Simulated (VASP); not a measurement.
AlN, 4 atoms in the cell. It takes space group P6_3mc (No. 186, hexagonal). Conventional cell: a = 3.113 Å, b = 3.113 Å, c = 4.981 Å, α = 90.00°, β = 90.00°, γ = 120.00°. Within 2.5 Å of Al (site symmetry 3m) lie 4 N at 1.89 Å. N (site symmetry 3m) has 4 Al at 1.89 Å within 2.5 Å. 

* Program: VASP 6.6.1
* Task: single point
* Functional: B3LYP
* Potentials or basis: VASP PAW PBE potentials, release 64 (Al, N)
* Cutoff: 520 eV
* k mesh: 5 × 5 × 3
* Occupations: fermi-dirac, width 0.05 eV
* Spin: no spin polarisation
* Dipole correction: no
* Grid for exact exchange (PRECFOCK): Normal
* Further INCAR settings: ALGO = Normal; EDIFF = 1e-06; NBANDS = 16

Potentials or basis: VASP PAW PBE potentials, release 64 (Al, N).

The run is started by

```console
$ cat potpaw_PBE.64/Al/POTCAR potpaw_PBE.64/N/POTCAR > POTCAR
$ cp INCAR.step1 INCAR
$ mpirun -np 1 vasp_std > vasp.out
$ cp INCAR.step2 INCAR
$ mpirun -np 1 vasp_std > vasp.out
```

Hardware: 1 thread of AMD EPYC 7R13 Processor (Zen 3), on a shared host.

Q: How long does it take, and how much memory?

A: Run time: 5 min on 1 thread of AMD EPYC 7R13 Processor (Zen 3), on a shared host, peak memory 0.13 GiB. Counts: k points 10.
